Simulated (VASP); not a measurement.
The system is Re.

```
CELL_PARAMETERS angstrom
2.75983 0.00000 0.00000
-1.37991 2.39008 0.00000
0.00000 0.00000 4.45723
ATOMIC_POSITIONS crystal
Re 0.33333 0.66667 0.25000
Re 0.66667 0.33333 0.75000
```

Base run:

* Program: VASP 6.6.1
* Functional: r2SCAN
* Potentials or basis: VASP PAW PBE potentials, release 64 (Re)
* Cutoff: 520 eV
* k mesh: 13 × 13 × 7
* Occupations: methfessel-paxton, width 0.01 eV
* Spin: no spin polarisation

Its results: band gap on the k mesh zero (bands 7 and 8 overlap by 2.80 eV); pressure -0.1 GPa.

Q: After a change of settings the same cell gave: band gap on the k mesh zero (bands 7 and 8 overlap by 2.80 eV); pressure 0.9 GPa. Which change was it?
A. occupations from methfessel-paxton, width 0.01 eV to gaussian, width 0.6 eV
B. occupations from methfessel-paxton, width 0.01 eV to gaussian, width 0.2 eV; further incar settings from ALGO = Normal; EDIFF = 1e-06; NBANDS = 14 to ALGO = Normal; EDIFF = 1e-07; NBANDS = 14
C. occupations from methfessel-paxton, width 0.01 eV to methfessel-paxton, width 0.1 eV

A: A.

Caveats: the PAW data sets were made with another functional, which shifts forces and pressure a little; spin-orbit coupling is left out, which moves the levels of the heavy elements; so wide a smearing shifts energies and pressures (at least some runs).
